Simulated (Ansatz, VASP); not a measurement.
**Two plane-wave programs on SrO**

The input INCAR:

```
SYSTEM = SrO
PREC = Accurate
ENCUT = 520
EDIFF = 1E-6
ISMEAR = 0
SIGMA = 0.01
LREAL = .False.
LASPH = .True.
NELM = 100
ALGO = Normal
ISIF = 2
LWAVE = .False.
LCHARG = .False.
GGA = PS
IVDW = 13
NBANDS = 15
```

The input KPOINTS:

```
regular mesh
0
Gamma
  6 6 6
  0 0 0
```

File POSCAR:

```
SrO
1.0
    0.0000000000      2.5798927166      2.5798927166
    2.5798927166      0.0000000000      2.5798927166
    2.5798927166      2.5798927166      0.0000000000
Sr O
1 1
Direct
    0.5000000000      0.5000000000      0.5000000000
    0.0000000000      0.0000000000      0.0000000000
```

Input for Ansatz:

```yaml
crystal:
  lattice:
    - [0.0, 2.5798927166, 2.5798927166]
    - [2.5798927166, 0.0, 2.5798927166]
    - [2.5798927166, 2.5798927166, 0.0]
  atoms:
    - { symbol: Sr, position: [0.5, 0.5, 0.5] }
    - { symbol: O, position: [0.0, 0.0, 0.0] }
kpoints:
  mp_grid: { grid: [6, 6, 6] }
hamiltonian:
  xc: pbesol
  dispersion: d4
scf:
  occupations: { method: fixed }
  n_extra_bands: 4
output:
  forces: true
  stress: true
  eigenvalues: true
```

Alike in both runs: task single point; functional PBEsol; dispersion D4; k mesh 6 × 6 × 6; no spin polarisation.

|  | VASP | Ansatz |
| --- | --- | --- |
| version | VASP 6.6.1 | Ansatz 0.2.0 |
| potentials or method | VASP PAW PBE potentials, release 64 (Sr_sv, O) | plane waves |
| plane-wave cutoff (eV) | 520 | 420 |
| occupations | gaussian, width 0.01 eV | fixed |
| valence electrons in the cell | 16 | 16 |

Ansatz gave:

```
gap on the k mesh at the Fermi level (eV) : 3.21
pressure (GPa)                            : -2.9
```

Question: What did VASP give for the same quantities?

Answer: gap on the k mesh at the Fermi level (eV): 3.16; pressure (GPa): -2.4.

VASP's potentials were made for PBE, not for PBEsol.
